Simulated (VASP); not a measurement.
SnTe:

```
CELL_PARAMETERS angstrom
0.00000 3.58398 3.58398
3.58398 0.00000 3.58398
3.58398 3.58398 0.00000
ATOMIC_POSITIONS crystal
Sn 0.00000 0.00000 0.00000
Te 0.25000 0.25000 0.25000
```

Base run:

* Program: VASP 6.6.1
* Functional: r2SCAN
* Potentials or basis: VASP PAW PBE potentials, release 64 (Sn_d, Te)
* Cutoff: 520 eV
* k mesh: 6 × 6 × 6
* Occupations: fermi-dirac, width 0.02 eV
* Spin: no spin polarisation

Its results: band gap on the k mesh 0.29 eV (least direct gap 0.87 eV); pressure 0.0 GPa.

Q: The run is repeated on the same cell with these changes: functional from r2SCAN to PBE; further incar settings from ALGO = Normal; EDIFF = 1e-06; NBANDS = 17 to ALGO = Normal; EDIFF = 1e-07; NBANDS = 17. What comes out?

A: Band gap on the k mesh 0.22 eV (least direct gap 0.77 eV); pressure 0.5 GPa.

Caveats: spin-orbit coupling is left out, which moves the levels of the heavy elements; the PAW data sets were made with another functional, which shifts forces and pressure a little (at least some runs).

A k mesh can miss the band edges.
